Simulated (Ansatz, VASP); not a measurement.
**One calculation of Ba3Rh, two programs**

```
Ba Rh
1.0
     5.28145    0.00000    0.00000
     0.00000    5.28145    0.00000
     0.00000    0.00000    5.28145
Ba Rh
3 1
Direct
  0.00000 0.50000 0.50000
  0.50000 0.00000 0.50000
  0.50000 0.50000 0.00000
  0.00000 0.00000 0.00000
```

Alike in both runs: functional PBE; k mesh 4 × 4 × 4; occupations gaussian, width 0.1 eV; no spin polarisation.

Ansatz relaxed the structure, and its values are those at the end. VASP's run is a single point on that final structure, the one shown.

```csv
,VASP,Ansatz
version,VASP 6.6.1,Ansatz 0.2.0
potentials or method,"VASP PAW PBE potentials, release 64 (Ba_sv, Rh_pv), cutoff 520 eV","scalar-relativistic, plane waves, PAW"
valence electrons in the cell,45,47
```

Ansatz gave:

| Quantity | Value |
| --- | --- |
| gap on the k mesh at the Fermi level (eV) | none |
| pressure (GPa) | 0.3 |

Task: Which values does VASP return?

Result: gap on the k mesh at the Fermi level (eV): none; pressure (GPa): 0.9.

A gap of «none» marks a metal or a gap that the smearing closes. VASP's potentials hold 45 valence electrons a cell and Ansatz's 47, so a difference there can come from the potentials and not from the codes.

Neither program's run includes spin-orbit coupling.
